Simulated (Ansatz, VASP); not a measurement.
Al: VASP beside Ansatz

Contents of INCAR:

```
SYSTEM = Al
PREC = Accurate ; ENCUT = 520
EDIFF = 1E-6 ; ISMEAR = 0
SIGMA = 0.15 ; LREAL = .False.
LASPH = .True. ; NELM = 100
ALGO = Normal ; ISIF = 2
LWAVE = .False. ; LCHARG = .False.
GGA = PS ; NBANDS = 10
```

The input KPOINTS:

```
regular mesh
0
Gamma
  18 18 10
  0 0 0
```

The input POSCAR:

```
Al
1.0
    2.7300000000      0.0000000000      0.0000000000
   -1.3650000000      2.3642493523      0.0000000000
    0.0000000000      0.0000000000      4.5641000000
Al
2
Direct
    0.6666666667      0.3333333333      0.7500000000
    0.3333333333      0.6666666667      0.2500000000
```

Input for Ansatz:

```yaml
crystal:
  lattice:
    - [2.73, 0.0, 0.0]
    - [-1.365, 2.3642493523, 0.0]
    - [0.0, 0.0, 4.5641]
  atoms:
    - { symbol: Al, position: [0.6666666667, 0.3333333333, 0.75] }
    - { symbol: Al, position: [0.3333333333, 0.6666666667, 0.25] }
basis:
  ecutwfc: 420
kpoints:
  mp_grid: { grid: [18, 18, 10] }
hamiltonian:
  xc: pbesol
  pseudopotentials: { kind: paw, azcp: { folder: soft_1 } }
scf:
  occupations: { method: gaussian, width: 0.15 }
output:
  forces: true
  stress: true
  eigenvalues: true
```

Alike in both runs: task single point; functional PBEsol; k mesh 18 × 18 × 10; occupations gaussian, width 0.15 eV; no spin polarisation.

```csv
,VASP,Ansatz
version,VASP 6.6.1,Ansatz 0.2.0
potentials or method,"VASP PAW PBE potentials, release 64 (Al), cutoff 520 eV","scalar-relativistic, plane waves, PAW"
valence electrons in the cell,6,6
```

|  | VASP | Ansatz | Ansatz less VASP |
| --- | --- | --- | --- |
| gap on the k mesh at the Fermi level (eV) | none | none | - |
| pressure (GPa) | 10.2 | 10.1 | -0.13 |
| traceless stress, the component that is largest in VASP (GPa) | -0.59 | -0.58 | +0.012 |

VASP's potentials were made for PBE, not for PBEsol, and Ansatz warns of the same on its side. A gap of «none» marks a metal or a gap that the smearing closes.
